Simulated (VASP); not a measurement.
# BeGe (P-3m1) in VASP: single point with PBE

Aim: the single point of BeGe with PBE.

Program: VASP 6.6.1. These are calculated values, not measurements. Logs are shortened: lines on timing, memory, paths and dates and some standing lists are left out, and cuts for length are marked.

## Step 1: The cell of the first run

Symmetry: P-3m1, No. 164, trigonal system. Conventional cell: a = 2.769 Å, b = 2.769 Å, c = 9.184 Å, α = 90.00°, β = 90.00°, γ = 120.00°. Be (site symmetry 3m) has 9 Be at 2.29 to 2.77 Å and 3 Ge at 2.54 Å within 3.0 Å. Ge (site symmetry 3m) has 3 Be at 2.54 Å and 6 Ge at 2.77 Å within 3.4 Å.

## Step 2: Single point, PBE

POSCAR

```
BeGe
1.0
    2.7689870502      0.0000000000      0.0000000000
   -1.3844935251      2.3980131283      0.0000000000
    0.0000000000      0.0000000000      9.1837589190
Be Ge
2 2
Direct
    0.6666666667      0.3333333333      0.9106120812
    0.3333333333      0.6666666667      0.0893879188
    0.3333333333      0.6666666667      0.6950732824
    0.6666666667      0.3333333333      0.3049267176
```

INCAR.step1

```
SYSTEM = BeGe
PREC     = Accurate       ! precision mode
ENCUT    = 520            ! plane-wave cutoff, eV
EDIFF    = 1E-6           ! SCF threshold, eV
ISMEAR   = 0              ! smearing method
SIGMA    = 0.1            ! smearing width, eV
LREAL    = .False.        ! projectors in reciprocal space
LASPH    = .True.         ! aspherical terms in the spheres
NELM     = 80             ! most SCF steps
ALGO     = Normal         ! electronic algorithm
ISIF     = 2              ! what is computed and relaxed
LWAVE    = .False.        ! write WAVECAR
LCHARG   = .True.         ! write CHGCAR
GGA      = PE             ! functional
NBANDS   = 24             ! bands
```

KPOINTS.step1

```
Automatic mesh
0
Gamma
  18 18 6
  0 0 0
```

INCAR.step2

```
SYSTEM = BeGe
PREC     = Accurate       ! precision mode
ENCUT    = 520            ! plane-wave cutoff, eV
EDIFF    = 1E-6           ! SCF threshold, eV
ISMEAR   = -5             ! smearing method
SIGMA    = 0.1            ! smearing width, eV
LREAL    = .False.        ! projectors in reciprocal space
LASPH    = .True.         ! aspherical terms in the spheres
NELM     = 80             ! most SCF steps
ALGO     = Normal         ! electronic algorithm
ISIF     = 2              ! what is computed and relaxed
LWAVE    = .False.        ! write WAVECAR
LCHARG   = .False.        ! write CHGCAR
GGA      = PE             ! functional
LORBIT   = 11             ! projections on sites
NBANDS   = 24             ! bands
NEDOS    = 2001           ! points of the DOS
ICHARG   = 11             ! starting density
```

KPOINTS.step2

```
Automatic mesh
0
Gamma
  27 27 9
  0 0 0
```

Potentials or basis: VASP PAW PBE potentials, release 64 (Be, Ge_d).

On the command line:

```
$ cat potpaw_PBE.64/Be/POTCAR potpaw_PBE.64/Ge_d/POTCAR > POTCAR
$ cp INCAR.step1 INCAR
$ cp KPOINTS.step1 KPOINTS
$ mpirun -np 1 vasp_std > vasp.out
$ cp INCAR.step2 INCAR
$ cp KPOINTS.step2 KPOINTS
$ mpirun -np 1 vasp_std > vasp.out
```

OUTCAR:

```text
SYSTEM = BeGe
   PREC = Accurate
   ENCUT = 520
   EDIFF = 1E-6
   ISMEAR = -5
   LREAL = .False.
   LASPH = .True.
   NELM = 80
   ISIF = 2
   GGA = PE
   LORBIT = 11
   ICHARG = 11

 ion  position               nearest neighbor table
   1  0.667  0.333  0.911-   2 2.29   2 2.29   2 2.29   3 2.54   3 2.54   3 2.54
   2  0.333  0.667  0.089-   1 2.29   1 2.29   1 2.29   4 2.54   4 2.54   4 2.54
   3  0.333  0.667  0.695-   1 2.54   1 2.54   1 2.54
   4  0.667  0.333  0.305-   2 2.54   2 2.54   2 2.54

  LATTYP: Found a hexagonal cell.
 ALAT       =     2.7689870502
 C/A-ratio  =     3.3166492846

  Lattice vectors:

 A1 = (   2.7689870502,   0.0000000000,   0.0000000000)
 A2 = (  -1.3844935251,   2.3980131283,   0.0000000000)
 A3 = (   0.0000000000,   0.0000000000,   9.1837589190)

Analysis of symmetry for initial positions (statically):
=====================================================================
 Subroutine PRICEL returns:
 Original cell was already a primitive cell.

 Routine SETGRP: Setting up the symmetry group for a
 hexagonal supercell.

 Subroutine GETGRP returns: Found 12 space group operations
 (whereof 12 operations were pure point group operations)
 out of a pool of 24 trial point group operations.

The static configuration has the point symmetry D_3d.

Analysis of symmetry for dynamics (positions and initial velocities):
=====================================================================
 Subroutine PRICEL returns:
 Original cell was already a primitive cell.

 Routine SETGRP: Setting up the symmetry group for a
 hexagonal supercell.

 Subroutine GETGRP returns: Found 12 space group operations
 (whereof 12 operations were pure point group operations)
 out of a pool of 24 trial point group operations.

The dynamic configuration has the point symmetry D_3d.

 Subroutine INISYM returns: Found 12 space group operations
 (whereof 12 operations are pure point group operations),
 and found     1 'primitive' translations

----------------------------------------------------------------------------------------

                                     Primitive cell

  volume of cell :      60.9808

  direct lattice vectors                    reciprocal lattice vectors
     2.768987050  0.000000000  0.000000000     0.361142895  0.208505948  0.000000000
    -1.384493525  2.398013128  0.000000000     0.000000000  0.417011895  0.000000000
     0.000000000  0.000000000  9.183758919     0.000000000  0.000000000  0.108887876

  length of vectors
     2.768987050  2.768987050  9.183758919     0.417011895  0.417011895  0.108887876

  position of ions in fractional coordinates (direct lattice)
     0.666666667  0.333333333  0.910612081
     0.333333333  0.666666667  0.089387919
     0.333333333  0.666666667  0.695073282
     0.666666667  0.333333333  0.304926718

  ion indices of the primitive-cell ions
   primitive index   ion index
                 1           1
                 2           2
                 3           3
                 4           4

----------------------------------------------------------------------------------------

 KPOINTS: Automatic mesh

Automatic generation of k-mesh.
 Grid dimensions read from file:
 generate k-points for:   27   27    9

 Generating k-lattice:

  Cartesian coordinates                     Fractional coordinates (reciprocal lattice)
     0.013375663  0.007722443  0.000000000     0.037037037  0.000000000  0.000000000
     0.000000000  0.015444885  0.000000000     0.000000000  0.037037037  0.000000000
     0.000000000  0.000000000  0.012098653     0.000000000  0.000000000  0.111111111

  Length of vectors
     0.015444885  0.015444885  0.012098653

  Shift w.r.t. Gamma in fractional coordinates (k-lattice)
     0.000000000  0.000000000  0.000000000

 TETIRR: Found   9690 inequivalent tetrahedra from    39366

 Subroutine IBZKPT returns following result:
 ===========================================

 Found    619 irreducible k-points:

 Following reciprocal coordinates:
            Coordinates               Weight
  0.000000  0.000000  0.000000      1.000000
  0.037037  0.000000  0.000000      6.000000
  0.074074  0.000000  0.000000      6.000000
  0.111111  0.000000  0.000000      6.000000
  0.148148  0.000000  0.000000      6.000000
  0.185185  0.000000  0.000000      6.000000
[... 16 lines left out ...]
  0.333333  0.037037  0.000000     12.000000
  0.370370  0.037037  0.000000     12.000000
 [... further k-points ...]
   k-points           NKPTS =    619   k-points in BZ     NKDIM =    619   number of bands    NBANDS=     24
   number of dos      NEDOS =   2001   number of ions     NIONS =      4
   total plane-waves  NPLWV =  40320
   dimension x,y,z NGX =    24 NGY =   24 NGZ =   70
   dimension x,y,z NGXF=    48 NGYF=   48 NGZF=  140
   ions per type =               2   2
   NGX,Y,Z   is equivalent  to a cutoff of  14.41, 14.41, 12.67 a.u.
   NGXF,Y,Z  is equivalent  to a cutoff of  28.82, 28.82, 25.34 a.u.
 SYSTEM =  BeGe
   PREC   = accura    normal or accurate (medium, high low for compatibility)
   ISTART =      0    job   : 0-new  1-cont  2-samecut
   ICHARG =     11    charge: 1-file 2-atom 10-const
   ISPIN  =      1    spin polarized calculation?
   LNONCOLLINEAR =      F non collinear calculations
   LSORBIT =      F    spin-orbit coupling
   LASPH  =      T    aspherical Exc in radial PAW
   ENCUT  =  520.0 eV  38.22 Ry    6.18 a.u.   5.15  5.15 17.08*2*pi/ulx,y,z
   NELM   =     80;   NELMIN=  2; NELMDL=  0     # of ELM steps
   EDIFF  = 0.1E-05   stopping-criterion for ELM
   LREAL  =      F    real-space projection
   EDIFFG = 0.1E-04   stopping-criterion for IOM
   NSW    =      0    number of steps for IOM
   IBRION =     -1    ionic relax: 0-MD 1-quasi-New 2-CG
   NFREE  =      0    steps in history (QN), initial steepest desc. (CG)
   ISIF   =      2    stress and relaxation
   ISYM   =      2    0-nonsym 1-usesym 2-fastsym
   POTIM  = 0.5000    time-step for ionic-motion
   TEBEG  =    0.0;   TEEND  =   0.0 temperature during run
   PSTRESS=    0.0 pullay stress
   NELECT =      32.0000    total number of electrons
   NUPDOWN=      -1.0000    fix difference up-down
   EMIN   =  10.00;   EMAX   =-10.00  energy-range for DOS
   EFERMI =   0.00;   METHOD = LEGACY
   ISMEAR =    -5;   SIGMA  =   0.10  broadening in eV -4-tet -1-fermi 0-gaus
   EFERMI_NEDOS =   21; number of points for ismear=-14 and -15
   IALGO  =     38    algorithm
   IMIX   =      4    mixing-type and parameters
     AMIX     =   0.40;   BMIX     =  1.00
     AMIX_MAG =   1.60;   BMIX_MAG =  1.00
  volume/ion in A,a.u.               =      15.25       102.88
  Fermi-wavevector in a.u.,A,eV,Ry     =   1.320466  2.495319 23.723527  1.743630
  Thomas-Fermi vector in A             =   2.450290
   LORBIT       =     11    0 simple, 1 ext, 2 COOP (PROOUT), +10 PAW based schemes
   GGA     = PE    functional components
   LHFCALC =     F    Hartree Fock is set to
   AEXX    =    0.0000 exact exchange contribution
   IVDW    =     0    specifies the selected vdW correction
   LEPSILON=     F    determine dielectric tensor
   LRPA    =     F    only Hartree local field effects (RPA)
 non-spin polarized calculation
 Fermi weights with tetrahedron method with Bloechl corrections
  energy-cutoff  :      520.00
  volume of cell :       60.98
 maximum number of plane-waves:      1665
 NGX is ok and might be reduce to    24

 number of electron      31.9999987 magnetization

 Free energy of the ion-electron system (eV)
  ---------------------------------------------------
  ext. energy  EPLUGINS =         0.00000000
  ---------------------------------------------------
  free energy    TOTEN  =       -14.73000351 eV

  energy without entropy =      -14.73000351  energy(sigma->0) =      -14.73000351

 E-fermi :   5.7845     XC(G=0): -10.4047

 val. band max:        5.8610602599   @ k =   0.1852   0.1852   0.4444
 cond. band min:       5.6947100498   @ k =   0.2963   0.0741   0.2222
 fundamental gap:     -0.1663502101
 Fermi energy:         5.7845009571

 k-point     1 :       0.0000    0.0000    0.0000
  band No.  band energies     occupation
      1     -18.9748      2.00000
      2     -18.9748      2.00000
      3     -18.9747      2.00000
      4     -18.9747      2.00000
      5     -18.9724      2.00000
      6     -18.9697      2.00000
[... 16 lines left out ...]
     23      16.7319      0.00000
     24      17.1220      0.00000

 k-point     2 :       0.0370    0.0000    0.0000
  band No.  band energies     occupation
      1     -18.9755      2.00000
      2     -18.9754      2.00000
      3     -18.9726      2.00000
      4     -18.9725      2.00000
      5     -18.9707      2.00000
      6     -18.9680      2.00000
[... 16 lines left out ...]
     23      16.6465      0.00000
     24      17.0599      0.00000

 k-point     3 :       0.0741    0.0000    0.0000
  band No.  band energies     occupation
      1     -18.9781      2.00000
      2     -18.9779      2.00000
      3     -18.9660      2.00000
      4     -18.9659      2.00000
      5     -18.9650      2.00000
      6     -18.9625      2.00000
[... 16 lines left out ...]
     23      16.4052      0.00000
     24      16.8965      0.00000
[... 514 lines left out ...]
 k-point    23 :       0.3333    0.0370    0.0000
  band No.  band energies     occupation
      1     -19.0284      2.00000
      2     -19.0279      2.00000
      3     -18.9264      2.00000
      4     -18.9250      2.00000
      5     -18.8673      2.00000
      6     -18.8661      2.00000
[... 16 lines left out ...]
     23      12.9609      0.00000
     24      13.2418      0.00000

 k-point    24 :       0.3704    0.0370    0.0000
  band No.  band energies     occupation
      1     -19.0344      2.00000
      2     -19.0339      2.00000
      3     -18.9343      2.00000
      4     -18.9328      2.00000
      5     -18.8690      2.00000
      6     -18.8677      2.00000
[... 16 lines left out ...]
     23      12.7947      0.00000
     24      13.6376      0.00000

 [... further k-points ...]

------------------------ aborting loop because EDIFF is reached ----------------------------------------

  FORCE on cell =-STRESS in cart. coord.  units (eV):
  Direction    XX          YY          ZZ          XY          YZ          ZX
  --------------------------------------------------------------------------------------
  -------------------------------------------------------------------------------------
  Total       -0.0120277     -0.0120277     -0.2984833      0.0000000      0.0000000      0.0000000
  in kB       -0.3160096     -0.3160096     -7.8421950      0.0000000      0.0000000      0.0000000
  external PRESSURE =      -2.8247381 kB  Pullay stress =       0.0000000 kB

 VOLUME and BASIS-vectors are now :
 -----------------------------------------------------------------------------
  energy-cutoff  :      520.00
  volume of cell :       60.98
      direct lattice vectors                 reciprocal lattice vectors
     2.768987050  0.000000000  0.000000000     0.361142895  0.208505948  0.000000000
    -1.384493525  2.398013128  0.000000000     0.000000000  0.417011895  0.000000000
     0.000000000  0.000000000  9.183758919     0.000000000  0.000000000  0.108887876

 POSITION                                       TOTAL-FORCE (eV/Angst)
 -----------------------------------------------------------------------------------
      1.38449      0.79934      8.36284         0.000000      0.000000      0.023193
     -0.00000      1.59868      0.82092         0.000000     -0.000000     -0.023193
     -0.00000      1.59868      6.38339         0.000000      0.000000     -0.004776
      1.38449      0.79934      2.80037        -0.000000      0.000000      0.004776
 -----------------------------------------------------------------------------------
    total drift:                                0.000000     -0.000000      0.000000

  FREE ENERGIE OF THE ION-ELECTRON SYSTEM (eV)
  ---------------------------------------------------
  free  energy   TOTEN  =       -14.7300035145 eV

  energy  without entropy=      -14.7300035145  energy(sigma->0) =      -14.73000351

 total charge

# of ion       s       p       d       tot
------------------------------------------
    1        0.370   0.536   0.000   0.907
    2        0.370   0.536   0.000   0.907
    3        1.254   1.007  10.041  12.302
    4        1.254   1.007  10.041  12.302
--------------------------------------------------
tot          3.249   3.087  20.082  26.418
```

Wall time 11 min (1 thread of Intel Xeon Platinum 8259CL at 2.50GHz (Skylake/Cascade Lake), shared host); peak memory 0.79 GiB.

What came out:

```
Valence electrons inside the program's atomic spheres : Be 0.91; Ge 12.30
```

Levels at points of the mesh, in eV from the Fermi level:
| k point | band 14 | band 15 | band 16 | band 17 | band 18 | band 19 |
| --- | --- | --- | --- | --- | --- | --- |
| (0.00, 0.00, 0.00) | -4.57 | -3.94 | 4.55 | 4.67 | 8.60 | 8.60 |
